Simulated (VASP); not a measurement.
**WSe2: single point with PBEsol**

Crystal: WSe2.

```
W Se
1.0
     3.23838    0.00000    0.00000
    -1.61919    2.80452    0.00000
     0.00000    0.00000   13.29484
W Se
2 4
Direct
  0.66667 0.33333 0.75000
  0.33333 0.66667 0.25000
  0.33333 0.66667 0.87688
  0.66667 0.33333 0.37688
  0.33333 0.66667 0.62312
  0.66667 0.33333 0.12312
```

This cell differs from its parent crystal: biaxial strain in the a-b plane: -1.0 %, then relaxed in part.

```json
{
  "Program": "VASP 6.6.1",
  "Task": "single point",
  "Functional": "PBEsol",
  "Potentials or basis": "VASP PAW PBE potentials, release 64 (W_sv, Se)",
  "Cutoff": "520 eV",
  "k mesh": "12 × 12 × 2",
  "Occupations": "gaussian, width 0.02 eV",
  "Spin": "no spin polarisation"
}
```

```json
{
  "Pressure": "2.0 GPa",
  "Largest force": "0.064 eV/Å",
  "Band gap on the k mesh": "1.08 eV (least direct gap 1.73 eV)"
}
```

Forces in eV/Å, atoms in the order of the input:
```
W    0.000  0.000  0.000
W    0.000  0.000  0.000
Se   0.000  0.000  0.064
Se   0.000  0.000  0.064
Se   0.000  0.000 -0.064
Se   0.000  0.000 -0.064
```

Stress tensor (GPa, compression positive):
```
2.77 0.00 0.00
0.00 2.77 0.00
0.00 0.00 0.54
```

Levels at points of the mesh, in eV from the valence-band top:
```tsv
k point	band 22	band 23	band 24	band 25	band 26	band 27	band 28	band 29	band 30	band 31
(0.00, 0.00, 0.00)	-1.23	-1.19	-1.19	-1.13	0.00	3.00	3.00	3.04	3.04	3.10
(0.50, 0.00, 0.00)	-2.36	-1.27	-1.17	-0.99	-0.79	2.52	2.54	2.55	2.97	3.17
(0.00, 0.00, 0.50)	-1.21	-1.21	-1.21	-0.26	-0.26	3.00	3.00	3.00	3.00	3.19
(0.50, 0.00, 0.50)	-2.47	-1.21	-1.21	-0.89	-0.89	2.54	2.54	2.78	2.78	3.56
```

Wall time 3.8 min on 1 thread of Intel Xeon 8259CL (shared host), peak memory 0.31 GiB.

Caveat: the cell differs from its parent crystal (biaxial strain in the a-b plane: -1.0 %, then relaxed in part); the PAW data sets were made with another functional, which shifts forces and pressure a little; spin-orbit coupling is left out, which moves the levels of the heavy elements; this functional lacks dispersion, which binds the layers, so the pressure and a relaxed spacing across them are unreliable. A k mesh can miss the band edges.
